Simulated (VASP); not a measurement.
# Tc (P6_3/mmc) in VASP: further runs

Aim: see how the results for Tc move with the level of theory and the settings. Levels: PBEsol+D3(BJ), PBEsol+D4, PBEsol. Tasks: single point.

Program: VASP 6.6.1. These are calculated values, not measurements. Logs are shortened: lines on timing, memory, paths and dates and some standing lists are left out, and cuts for length are marked.

## 1. The cell of the first run

It takes space group P6_3/mmc (No. 194, hexagonal). The conventional cell has a = 2.705 Å, b = 2.705 Å, c = 8.701 Å, α = 90.00°, β = 90.00°, γ = 120.00°. Within 3.5 Å of Tc (site symmetry -6m2) lie 12 Tc at 2.68 to 2.70 Å. Tc (site symmetry -3m) has 12 Tc at 2.68 to 2.70 Å within 3.5 Å.

## 2. Single point, PBEsol+D3(BJ)

INCAR reads:

```
SYSTEM = Tc
PREC = Accurate
ENCUT = 520
EDIFF = 1E-6
ISMEAR = -1
SIGMA = 0.05
LREAL = .False.
LASPH = .True.
NELM = 60
ALGO = Normal
ISIF = 2
LWAVE = .False.
LCHARG = .True.
GGA = PS
IVDW = 12
LELF = .True.
LVHAR = .True.
NBANDS = 34
```

KPOINTS reads:

```
Automatic mesh
0
Gamma
  11 11 3
  0 0 0
```

POSCAR reads:

```
Tc
1.0
    2.7046685164      0.0000000000      0.0000000000
   -1.3523342582      2.3423116440      0.0000000000
    0.0000000000      0.0000000000      8.7009613847
Tc
4
Direct
    0.6666666667      0.3333333333      0.7500000000
    0.0000000000      0.0000000000      0.5000000000
    0.3333333333      0.6666666667      0.2500000000
    0.0000000000      0.0000000000      0.0000000000
```

Potentials or basis: VASP PAW PBE potentials, release 64 (Tc_pv).

The run is started by

```
$ cat potpaw_PBE.64/Tc_pv/POTCAR > POTCAR
$ mpirun -np 1 vasp_std > vasp.out
```

OUTCAR:

```text
SYSTEM = Tc
   PREC = Accurate
   ENCUT = 520
   EDIFF = 1E-6
   ISMEAR = -1
   LREAL = .False.
   LASPH = .True.
   NELM = 60
   ISIF = 2
   GGA = PS
   IVDW = 12
 IVDW          = 12

 ion  position               nearest neighbor table
   1  0.667  0.333  0.750-   2 2.68   4 2.68   2 2.68   4 2.68   2 2.68   4 2.68
   2  0.000  0.000  0.500-   1 2.68   3 2.68   3 2.68   1 2.68   1 2.68   3 2.68
   3  0.333  0.667  0.250-   2 2.68   4 2.68   2 2.68   4 2.68   2 2.68   4 2.68
   4  0.000  0.000  0.000-   1 2.68   3 2.68   3 2.68   1 2.68   1 2.68   3 2.68

  LATTYP: Found a hexagonal cell.
 ALAT       =     2.7046685164
 C/A-ratio  =     3.2170158125

  Lattice vectors:

 A1 = (   2.7046685164,   0.0000000000,   0.0000000000)
 A2 = (  -1.3523342582,   2.3423116440,   0.0000000000)
 A3 = (   0.0000000000,   0.0000000000,   8.7009613847)

Analysis of symmetry for initial positions (statically):
=====================================================================
 Subroutine PRICEL returns:
 Original cell was already a primitive cell.

 Routine SETGRP: Setting up the symmetry group for a
 hexagonal supercell.

 Subroutine GETGRP returns: Found 24 space group operations
 (whereof 12 operations were pure point group operations)
 out of a pool of 24 trial point group operations.

The static configuration has the point symmetry D_3d.
 The point group associated with its full space group is D_6h.

Analysis of symmetry for dynamics (positions and initial velocities):
=====================================================================
 Subroutine PRICEL returns:
 Original cell was already a primitive cell.

 Routine SETGRP: Setting up the symmetry group for a
 hexagonal supercell.

 Subroutine GETGRP returns: Found 24 space group operations
 (whereof 12 operations were pure point group operations)
 out of a pool of 24 trial point group operations.

The dynamic configuration has the point symmetry D_3d.
 The point group associated with its full space group is D_6h.

 Subroutine INISYM returns: Found 24 space group operations
 (whereof 12 operations are pure point group operations),
 and found     1 'primitive' translations

----------------------------------------------------------------------------------------

                                     Primitive cell

  volume of cell :      55.1221

  direct lattice vectors                    reciprocal lattice vectors
     2.704668516  0.000000000  0.000000000     0.369731076  0.213464336  0.000000000
    -1.352334258  2.342311644  0.000000000     0.000000000  0.426928672  0.000000000
     0.000000000  0.000000000  8.700961385     0.000000000  0.000000000  0.114929829

  length of vectors
     2.704668516  2.704668516  8.700961385     0.426928672  0.426928672  0.114929829

  position of ions in fractional coordinates (direct lattice)
     0.666666667  0.333333333  0.750000000
     0.000000000  0.000000000  0.500000000
     0.333333333  0.666666667  0.250000000
     0.000000000  0.000000000  0.000000000

  ion indices of the primitive-cell ions
   primitive index   ion index
                 1           1
                 2           2
                 3           3
                 4           4

----------------------------------------------------------------------------------------

 KPOINTS: Automatic mesh

Automatic generation of k-mesh.
 Grid dimensions read from file:
 generate k-points for:   11   11    3

 Generating k-lattice:

  Cartesian coordinates                     Fractional coordinates (reciprocal lattice)
     0.033611916  0.019405849  0.000000000     0.090909091 -0.000000000  0.000000000
     0.000000000  0.038811697  0.000000000     0.000000000  0.090909091  0.000000000
     0.000000000  0.000000000  0.038309943     0.000000000  0.000000000  0.333333333

  Length of vectors
     0.038811697  0.038811697  0.038309943

  Shift w.r.t. Gamma in fractional coordinates (k-lattice)
     0.000000000  0.000000000  0.000000000

 Subroutine IBZKPT returns following result:
 ===========================================

 Found     32 irreducible k-points:

 Following reciprocal coordinates:
            Coordinates               Weight
  0.000000  0.000000  0.000000      1.000000
  0.090909  0.000000  0.000000      6.000000
  0.181818  0.000000  0.000000      6.000000
  0.272727  0.000000  0.000000      6.000000
  0.363636  0.000000  0.000000      6.000000
  0.454545  0.000000  0.000000      6.000000
[... 16 lines left out ...]
  0.090909  0.090909  0.333333     12.000000
  0.181818  0.090909  0.333333     24.000000
 [... further k-points ...]
   k-points           NKPTS =     32   k-points in BZ     NKDIM =     32   number of bands    NBANDS=     34
   number of dos      NEDOS =    301   number of ions     NIONS =      4
   total plane-waves  NPLWV =  28000
   dimension x,y,z NGX =    20 NGY =   20 NGZ =   70
   dimension x,y,z NGXF=    40 NGYF=   40 NGZF=  140
   ions per type =               4
   NGX,Y,Z   is equivalent  to a cutoff of  12.29, 12.29, 13.37 a.u.
   NGXF,Y,Z  is equivalent  to a cutoff of  24.59, 24.59, 26.75 a.u.
 SYSTEM =  Tc
   PREC   = accura    normal or accurate (medium, high low for compatibility)
   ISTART =      0    job   : 0-new  1-cont  2-samecut
   ICHARG =      2    charge: 1-file 2-atom 10-const
   ISPIN  =      1    spin polarized calculation?
   LNONCOLLINEAR =      F non collinear calculations
   LSORBIT =      F    spin-orbit coupling
   LASPH  =      T    aspherical Exc in radial PAW
   ENCUT  =  520.0 eV  38.22 Ry    6.18 a.u.   5.03  5.03 16.18*2*pi/ulx,y,z
   NELM   =     60;   NELMIN=  2; NELMDL= -5     # of ELM steps
   EDIFF  = 0.1E-05   stopping-criterion for ELM
   LREAL  =      F    real-space projection
   EDIFFG = 0.1E-04   stopping-criterion for IOM
   NSW    =      0    number of steps for IOM
   IBRION =     -1    ionic relax: 0-MD 1-quasi-New 2-CG
   NFREE  =      0    steps in history (QN), initial steepest desc. (CG)
   ISIF   =      2    stress and relaxation
   ISYM   =      2    0-nonsym 1-usesym 2-fastsym
   POTIM  = 0.5000    time-step for ionic-motion
   TEBEG  =    0.0;   TEEND  =   0.0 temperature during run
   PSTRESS=    0.0 pullay stress
   NELECT =      52.0000    total number of electrons
   NUPDOWN=      -1.0000    fix difference up-down
   EMIN   =  10.00;   EMAX   =-10.00  energy-range for DOS
   EFERMI =   0.00;   METHOD = LEGACY
   ISMEAR =    -1;   SIGMA  =   0.05  broadening in eV -4-tet -1-fermi 0-gaus
   EFERMI_NEDOS =   21; number of points for ismear=-14 and -15
   IALGO  =     38    algorithm
   IMIX   =      4    mixing-type and parameters
     AMIX     =   0.40;   BMIX     =  1.00
     AMIX_MAG =   1.60;   BMIX_MAG =  1.00
  volume/ion in A,a.u.               =      13.78        93.00
  Fermi-wavevector in a.u.,A,eV,Ry     =   1.605587  3.034120 35.074608  2.577911
  Thomas-Fermi vector in A             =   2.701910
   LORBIT       =      0    0 simple, 1 ext, 2 COOP (PROOUT), +10 PAW based schemes
   GGA     = PS    functional components
   LHFCALC =     F    Hartree Fock is set to
   AEXX    =    0.0000 exact exchange contribution
   IVDW    =    12    specifies the selected vdW correction
   LEPSILON=     F    determine dielectric tensor
   LRPA    =     F    only Hartree local field effects (RPA)
 non-spin polarized calculation
  energy-cutoff  :      520.00
  volume of cell :       55.12
 maximum number of plane-waves:      1511
 NGX is ok and might be reduce to    20
   NGX =  9   NGY =  9   NGZ = 33

 number of electron      51.9999994 magnetization

 Free energy of the ion-electron system (eV)
  ---------------------------------------------------
  ext. energy  EPLUGINS =         0.00000000
  ---------------------------------------------------
  free energy    TOTEN  =       -45.05693280 eV

  energy without entropy =      -45.03180936  energy(sigma->0) =      -45.04437108

 E-fermi :  13.2285     XC(G=0): -14.1677

 val. band max:       13.2189284430   @ k =   0.0909   0.0000   0.0000
 cond. band min:      13.2566337153   @ k =   0.3636   0.0000   0.0000
 fundamental gap:      0.0377052723
 Fermi energy:        13.2285123078

 k-point     1 :       0.0000    0.0000    0.0000
  band No.  band energies     occupation
      1     -26.3554      2.00000
      2     -25.6798      2.00000
      3     -25.5792      2.00000
      4     -25.0828      2.00000
      5     -25.0828      2.00000
      6     -24.9884      2.00000
[... 26 lines left out ...]
     33      15.1826      0.00000
     34      15.1826      0.00000

 k-point     2 :       0.0909    0.0000    0.0000
  band No.  band energies     occupation
      1     -26.3176      2.00000
      2     -25.6907      2.00000
      3     -25.5958      2.00000
      4     -25.1684      2.00000
      5     -25.1109      2.00000
      6     -25.0486      2.00000
[... 26 lines left out ...]
     33      15.1350      0.00000
     34      15.3298      0.00000

 k-point     3 :       0.1818    0.0000    0.0000
  band No.  band energies     occupation
      1     -26.2115      2.00000
      2     -25.7475      2.00000
      3     -25.6822      2.00000
      4     -25.3847      2.00000
      5     -25.2393      2.00000
      6     -25.1832      2.00000
[... 26 lines left out ...]
     33      15.6269      0.00000
     34      15.7862      0.00000

 k-point     4 :       0.2727    0.0000    0.0000
  band No.  band energies     occupation
      1     -26.0722      2.00000
      2     -25.8874      2.00000
      3     -25.8766      2.00000
      4     -25.6496      2.00000
      5     -25.5416      2.00000
      6     -25.2838      2.00000
[... 26 lines left out ...]
     33      16.3996      0.00000
     34      16.3999      0.00000

 k-point     5 :       0.3636    0.0000    0.0000
  band No.  band energies     occupation
      1     -26.1354      2.00000
      2     -26.1237      2.00000
      3     -25.8865      2.00000
      4     -25.8144      2.00000
      5     -25.8139      2.00000
      6     -25.3525      2.00000
[... 621 lines left out ...]
 k-point    22 :       0.4545    0.0000    0.3333
  band No.  band energies     occupation
      1     -26.2366      2.00000
      2     -26.2084      2.00000
      3     -26.0971      2.00000
      4     -26.0520      2.00000
      5     -25.5324      2.00000
      6     -25.4426      2.00000
[... 26 lines left out ...]
     33      17.1071      0.00000
     34      17.8773      0.00000

 k-point    23 :       0.0909    0.0909    0.3333
  band No.  band energies     occupation
      1     -26.1716      2.00000
      2     -25.9689      2.00000
      3     -25.4062      2.00000
      4     -25.2852      2.00000
      5     -25.2255      2.00000
      6     -25.2229      2.00000
[... 26 lines left out ...]
     33      15.5384      0.00000
     34      16.1229      0.00000

 k-point    24 :       0.1818    0.0909    0.3333
  band No.  band energies     occupation
      1     -26.0767      2.00000
      2     -25.9668      2.00000
      3     -25.6410      2.00000
      4     -25.5055      2.00000
      5     -25.4765      2.00000
      6     -25.3635      2.00000
[... 26 lines left out ...]
     33      15.6453      0.00000
     34      16.2488      0.00000

 [... further k-points ...]

------------------------ aborting loop because EDIFF is reached ----------------------------------------

 Edisp (eV)   -2.56276

 E8    (eV) :    -1.7657

  FORCE on cell =-STRESS in cart. coord.  units (eV):
  Direction    XX          YY          ZZ          XY          YZ          ZX
  --------------------------------------------------------------------------------------
  -------------------------------------------------------------------------------------
  Total      -0.89484    -0.89484    -0.90404    -0.00000    -0.00000    -0.00000
  in kB     -26.00936   -26.00936   -26.27690    -0.00000    -0.00000    -0.00000
  external pressure =      -26.10 kB  Pullay stress =        0.00 kB

 VOLUME and BASIS-vectors are now :
 -----------------------------------------------------------------------------
  energy-cutoff  :      520.00
  volume of cell :       55.12
      direct lattice vectors                 reciprocal lattice vectors
     2.704668516  0.000000000  0.000000000     0.369731076  0.213464336  0.000000000
    -1.352334258  2.342311644  0.000000000     0.000000000  0.426928672  0.000000000
     0.000000000  0.000000000  8.700961385     0.000000000  0.000000000  0.114929829

 POSITION                                       TOTAL-FORCE (eV/Angst)
 -----------------------------------------------------------------------------------
      1.35233      0.78077      6.52572        -0.000000      0.000000      0.000000
      0.00000      0.00000      4.35048         0.000000      0.000000     -0.000000
     -0.00000      1.56154      2.17524         0.000000     -0.000000      0.000000
      0.00000      0.00000      0.00000         0.000000      0.000000     -0.000000
 -----------------------------------------------------------------------------------
    total drift:                                0.000000     -0.000000      0.000000

  FREE ENERGIE OF THE ION-ELECTRON SYSTEM (eV)
  ---------------------------------------------------
  free  energy   TOTEN  =       -47.6196885373 eV

  energy  without entropy=      -47.5945651003  energy(sigma->0) =      -47.60712682
```

Wall time 29 s (1 thread of Intel Xeon 6975P-C (Granite Rapids), shared host); peak memory 0.2 GiB.

Results:

- Free energy: -47.6197 eV
- Pressure: -2.6 GPa
- Band gap on the k mesh: zero (band 26 reaches 15.08 eV, above the bottom of band 27 at 12.02 eV)
- Dispersion energy per atom: -0.641 eV

Caveat: three body term missing; the PAW data sets were made with another functional, which shifts forces and pressure a little; pairwise dispersion overbinds metals, which lowers pressure and volume.

## 3. Single point, PBEsol+D4

This run uses another cell than the first one, of 13.86 Å³/atom, 1.006 times its volume.

INCAR reads:

```
ALGO = Normal
EDIFF = 1E-6
ENCUT = 520
GGA = PS
ISIF = 2
ISMEAR = -1
IVDW = 13
LASPH = T
LCHARG = T
LELF = T
LREAL = F
LVHAR = T
LWAVE = F
NBANDS = 34
NELM = 100
PREC = Accurate
SIGMA = 0.05
```

KPOINTS reads:

```
k-points
0
Gamma
  11 11 3
```

POSCAR reads:

```
Tc
1.0
    2.7097037062      0.0000000000      0.0000000000
   -1.3548518531      2.3466722463      0.0000000000
    0.0000000000      0.0000000000      8.7167732260
Tc
4
Direct
    0.6666666667      0.3333333333      0.7500000000
    0.0000000000      0.0000000000      0.5000000000
    0.3333333333      0.6666666667      0.2500000000
    0.0000000000      0.0000000000      0.0000000000
```

Potentials or basis: VASP PAW PBE potentials, release 64 (Tc_pv).

The run is started by

```
$ cat potpaw_PBE.64/Tc_pv/POTCAR > POTCAR
$ mpirun -np 1 vasp_std > vasp.out
```

Run time: 27 s. Hardware: 1 thread of Intel Xeon 6975P-C (Granite Rapids), shared host; peak memory 0.19 GiB.

Results (log left out):

* Free energy: -46.5149 eV
* Pressure: -0.8 GPa
* Band gap on the k mesh: zero (band 26 reaches 14.97 eV, above the bottom of band 27 at 11.93 eV)
* Dispersion energy per atom: -0.362 eV

Levels at points of the mesh, in eV from the Fermi level:
| k point | band 23 | band 24 | band 25 | band 26 | band 27 | band 28 | band 29 | band 30 |
| --- | --- | --- | --- | --- | --- | --- | --- | --- |
| (0.00, 0.00, 0.00) | -1.63 | -1.32 | -1.32 | -1.20 | -1.20 | 0.30 | 0.30 | 1.05 |

Caveat: the PAW data sets were made with another functional, which shifts forces and pressure a little; pairwise dispersion overbinds metals, which lowers pressure and volume.

## 4. Single point, PBEsol

This run uses another cell than the first one, of 14.01 Å³/atom, 1.017 times its volume.

INCAR reads:

```
  PREC = Accurate
  ENCUT = 520
  EDIFF = 1E-6
  ISMEAR = -1
  SIGMA = 0.05
  LREAL = False
  LASPH = True
  NELM = 100
  ALGO = Fast
  ISIF = 2
  LWAVE = False
  LCHARG = True
  GGA = PS
  LELF = True
  LVHAR = True
  NBANDS = 34
```

KPOINTS reads:

```
regular mesh
0
Gamma
  11 11 3
```

POSCAR reads:

```
Tc
1.0
    2.7199709243      0.0000000000      0.0000000000
   -1.3599854621      2.3555639180      0.0000000000
    0.0000000000      0.0000000000      8.7484483194
Tc
4
Direct
    0.6666666667      0.3333333333      0.7500000000
    0.0000000000      0.0000000000      0.5000000000
    0.3333333333      0.6666666667      0.2500000000
    0.0000000000      0.0000000000      0.0000000000
```

The run is started by

```
$ cat potpaw_PBE.64/Tc_pv/POTCAR > POTCAR
$ mpirun -np 1 vasp_std > vasp.out
```

It took 33 s on 1 thread of Intel Xeon 6975P-C (Granite Rapids), shared host; peak memory 0.19 GiB.

Results (log left out):

```
Free energy            : -45.0704 eV
Pressure               : -0.7 GPa
Band gap on the k mesh : zero (band 26 reaches 14.73 eV, above the bottom of band 27 at 11.76 eV)
```

Levels at points of the mesh, in eV from the Fermi level:
| k point | band 23 | band 24 | band 25 | band 26 | band 27 | band 28 | band 29 | band 30 |
| --- | --- | --- | --- | --- | --- | --- | --- | --- |
| (0.00, 0.00, 0.00) | -1.60 | -1.30 | -1.30 | -1.18 | -1.18 | 0.30 | 0.30 | 1.04 |

Caveat: the PAW data sets were made with another functional, which shifts forces and pressure a little.

(Continued in part 2 of 2.)
